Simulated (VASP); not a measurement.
Set up this calculation in VASP 6.6.1, as the native input.

| Property | Result |
| --- | --- |
| Task | electric field gradients |
| Functional | LDA |
| Potentials or basis | VASP PAW LDA potentials, release 64 (Nb_sv, As) |
| Cutoff | 400 eV |
| k mesh | 15 × 15 × 15 |
| Occupations | fermi-dirac, width 0.08 eV |
| Spin | no spin polarisation |
| Dipole correction | no |
| Further INCAR settings | ALGO = Normal; EDIFF = 1e-08; NBANDS = 26 |

The structure of NbAs lies in POSCAR:

```
NbAs
1.0
   -1.7258500000      1.7258500000      5.8984000000
    1.7258500000     -1.7258500000      5.8984000000
    1.7258500000      1.7258500000     -5.8984000000
Nb As
2 2
Direct
    0.7500000000      0.7500000000      0.0000000000
    0.5000000000      0.0000000000      0.5000000000
    0.1660000000      0.1660000000      0.0000000000
    0.9160000000      0.4160000000      0.5000000000
```

This cell differs from its parent crystal: zz strain of +1 %.

One way to write it, as run:

INCAR

```
  ALGO = Normal
  EDIFF = 1E-8
  ENCUT = 400
  GGA_COMPAT = False
  ISIF = 2
  ISMEAR = -1
  LASPH = True
  LCHARG = False
  LEFG = True
  LREAL = False
  LWAVE = False
  NBANDS = 26
  NELM = 120
  PREC = Accurate
  SIGMA = 0.08
```

KPOINTS

```
k-points
0
Gamma
  15 15 15
```

Potentials or basis: VASP PAW LDA potentials, release 64 (Nb_sv, As).

Command:

```sh
$ cat potpaw_LDA.64/Nb_sv/POTCAR potpaw_LDA.64/As/POTCAR > POTCAR
$ mpirun -np 1 vasp_std > vasp.out
```

It gave:

The pressure is -6.9 GPa. The largest force is 0.207 eV/Å, the band gap on the k mesh is zero (bands 18 and 19 overlap by 0.05 eV) and the largest electric field gradient by atom is Nb -16.7; As +24.4 V/Å².

Caveat: the cell differs from its parent crystal (zz strain of +1 %); the cell stands under tension; without QUAD_EFG the Cq values of the log hold for a quadrupole moment of 1 mb, not for the nuclei.

It took 23 min on 1 thread of Intel Xeon 8259CL, on a shared host, peak memory 0.45 GiB.
